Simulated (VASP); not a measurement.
Here is a VASP 6.6.1 calculation.

File INCAR:

```
SYSTEM = Sc
PREC = Accurate ; ENCUT = 600
EDIFF = 1E-7 ; ISMEAR = 0
SIGMA = 0.1 ; LREAL = .FALSE.
LASPH = .TRUE. ; NELM = 100
ALGO = Normal ; ISIF = 3
LWAVE = .FALSE. ; LCHARG = .FALSE.
GGA = PS ; IBRION = 2
NSW = 90 ; EDIFFG = -0.04
```

File KPOINTS:

```
regular mesh
0
G
  6 6 2
  0 0 0
```

POSCAR

```
Sc
1.0
    3.3715484507      0.0000000000      0.0000000000
   -1.6857742253      2.9198466084      0.0000000000
    0.0000000000      0.0000000000     10.8739092058
Sc
4
Direct
    0.0000000000      0.0000000000      0.0000000000
    0.0000000000      0.0000000000      0.5000000000
    0.3333333333      0.6666666667      0.7500000000
    0.6666666667      0.3333333333      0.2500000000
```

Potentials or basis: VASP PAW PBE potentials, release 64 (Sc_sv).

Run with:

```sh
$ cat potpaw_PBE.64/Sc_sv/POTCAR > POTCAR
$ mpirun -np 1 vasp_std > vasp.out
```

(1) Predict the band gap on the k mesh.

(2) Estimate the space group after relaxing (to 0.1 Å).

Answers

(1) zero (bands 22 and 23 overlap by 1.33 eV).

(2) P6_3/mmc (No. 194).
